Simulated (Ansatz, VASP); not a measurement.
**F in VASP and in Ansatz**

The input INCAR:

```
PREC = Accurate ; ENCUT = 520
EDIFF = 1E-6 ; ISMEAR = -1
SIGMA = 0.01 ; LREAL = F
LASPH = T ; NELM = 60
ALGO = Normal ; ISIF = 2
LWAVE = F ; LCHARG = F
GGA = PE ; NBANDS = 10
```

KPOINTS

```
regular mesh
0
Gamma
  18 18 18
```

The input POSCAR:

```
F
1.0
   -1.3608131478      1.3608131478      1.3608131478
    1.3608131478     -1.3608131478      1.3608131478
    1.3608131478      1.3608131478     -1.3608131478
F
1
Direct
    0.0000000000      0.0000000000      0.0000000000
```

Input for Ansatz:

```yaml
crystal:
  lattice:
    - [-1.3608131478, 1.3608131478, 1.3608131478]
    - [1.3608131478, -1.3608131478, 1.3608131478]
    - [1.3608131478, 1.3608131478, -1.3608131478]
  atoms:
    - { symbol: F, position: [0.0, 0.0, 0.0] }
kpoints:
  mp_grid: { grid: [18, 18, 18] }
scf:
  occupations: { method: fermi_dirac, width: 0.01 }
hamiltonian:
  xc: pbe
  pseudopotentials: { kind: all_electron, lapw: { basis_error: 0.0005 } }
output:
  forces: true
  stress: true
  eigenvalues: true
```

Alike in both runs: task single point; functional PBE; k mesh 18 × 18 × 18; occupations fermi-dirac, width 0.01 eV; no spin polarisation.

|  | VASP | Ansatz |
| --- | --- | --- |
| version | VASP 6.6.1 | Ansatz 0.2.0 |
| potentials or method | VASP PAW PBE potentials, release 64 (F), cutoff 520 eV | all-electron LAPW, scalar-relativistic |

Ansatz gave:

* pressure (GPa): -0.4

Problem. What did VASP give for the same quantities?

Solution. Pressure (GPa): -0.9.

Ansatz ran all-electron here, and VASP with PAW potentials.
